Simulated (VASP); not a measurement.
A run of VASP 6.6.1:

Contents of INCAR:

```
  PREC = Accurate
  ENCUT = 520
  EDIFF = 1E-6
  ISMEAR = 0
  SIGMA = 0.15
  LREAL = F
  LASPH = T
  NELM = 100
  ALGO = Fast
  ISIF = 2
  LWAVE = F
  LCHARG = F
  GGA = PE
  NBANDS = 10
```

Contents of KPOINTS:

```
Automatic mesh
0
Gamma
  22 22 22
```

Contents of POSCAR:

```
Ir
1.0
    0.0000000000      1.9997016471      1.8993166244
    1.9997016471      0.0000000000      1.8993166244
    1.9997016471      1.9997016471      0.0000000000
Ir
1
Direct
    0.0000000000      0.0000000000      0.0000000000
```

Potentials or basis: VASP PAW PBE potentials, release 64 (Ir).

The run is started by

```console
$ cat potpaw_PBE.64/Ir/POTCAR > POTCAR
$ mpirun -np 1 vasp_std > vasp.out
```

Hardware: 1 thread of Intel(R) Xeon(R) 6975P-C (Granite Rapids) (shared host).

Q: Estimate the wall time of this run.

A: Wall time 62 s on 1 thread of Intel(R) Xeon(R) 6975P-C (Granite Rapids), with other jobs on the host, peak memory 0.26 GiB. Counts: scf iterations 15, k points 834.
